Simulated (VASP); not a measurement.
Here is a VASP 6.6.1 calculation.

File INCAR:

```
SYSTEM = HOs12
PREC = Accurate
ENCUT = 520
EDIFF = 1E-6
ISMEAR = -1
SIGMA = 0.05
LREAL = .FALSE.
LASPH = .TRUE.
NELM = 80
ALGO = Normal
ISIF = 2
LWAVE = .FALSE.
LCHARG = .FALSE.
GGA = PE
NBANDS = 60
```

The input KPOINTS:

```
Automatic mesh
0
G
  3 2 3
  0 0 0
```

POSCAR

```
HOs12
1.0
    5.4800000000      0.0000000000      0.0000000000
   -4.1100000000      7.1187290000      0.0000000000
    0.0000000000      0.0000000000      4.3264600000
Os H
12 1
Direct
   -0.0064783844     -0.0019613009     -0.0035604384
    0.1622793202      0.2235937967      0.5040585157
    0.0028985392      0.3362453436      0.0007111667
    0.1682747490      0.5560868622      0.4988937742
   -0.0002738410      0.6645258064      0.0013501418
    0.1636672069      0.8846362079      0.5055852805
    0.5048679588     -0.0014718099     -0.0039155726
    0.6745611110      0.2247423418      0.5042043167
    0.5031010960      0.3375771361     -0.0053686937
    0.6678448056      0.5578791102      0.4989995701
    0.4992697810      0.6663836637      0.0015872343
    0.6653050372      0.8862551108      0.4997705453
    0.3375542205      0.1119310315      0.2527238595
```

Potentials or basis: VASP PAW PBE potentials, release 64 (Os, H).

Command:

```bash
$ cat potpaw_PBE.64/Os/POTCAR potpaw_PBE.64/H/POTCAR > POTCAR
$ mpirun -np 1 vasp_std > vasp.out
```

(1) What does it give for the largest force?

(2) Estimate the pressure.

(3) Predict the band gap on the k mesh.

Answers

(1) 0.081 eV/Å.

(2) 12.7 GPa.

(3) zero (an odd number of electrons rules out a gap without spin polarisation).

Caveat: the k points lie up to 0.48 Å⁻¹ apart, too coarse for converged energies and pressures of a metal; spin-orbit coupling is left out, which moves the levels of the heavy elements.
